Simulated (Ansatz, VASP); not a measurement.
InPd: VASP beside Ansatz

```xyz
2
Lattice="3.2845 0.0000 0.0000 0.0000 3.2845 0.0000 0.0000 0.0000 3.1710" Properties=species:S:1:pos:R:3 pbc="T T T"
In   -0.0653    0.0000    0.0000
Pd    1.7126    1.6422    1.5855
```

Change from the starting cell: mode 4 frozen in at -0.070 Å, strain +e along z and -e/2 along x and y -0.0233.

Alike in both runs: task single point; functional PBEsol; k mesh 14 × 14 × 14; occupations gaussian, width 0.15 eV; no spin polarisation.

```csv
,VASP,Ansatz
version,VASP 6.6.1,Ansatz 0.2.0
potentials or method,"VASP PAW PBE potentials, release 64 (In_d, Pd), cutoff 520 eV","scalar-relativistic, plane waves, PAW"
valence electrons in the cell,23,31
```

|  | VASP | Ansatz | Ansatz less VASP |
| --- | --- | --- | --- |
| gap on the k mesh at the Fermi level (eV) | none | none | - |
| pressure (GPa) | 1.2 | 1.1 | -0.11 |
| traceless stress, the component that is largest in VASP (GPa) | 1.10 | 1.10 | 0.000 |
| rms of the force components (eV/Å) | 0.351 | 0.346 | -0.0048 |

VASP's potentials were made for PBE, not for PBEsol. Atom by atom the forces differ by 0.005 eV/Å (rms over components). A gap of «none» marks a metal or a gap that the smearing closes. The functional is the same, so the differences come from potentials, cutoffs and numerics. VASP's potentials hold 23 valence electrons a cell and Ansatz's 31, so a difference there can come from the potentials and not from the codes.
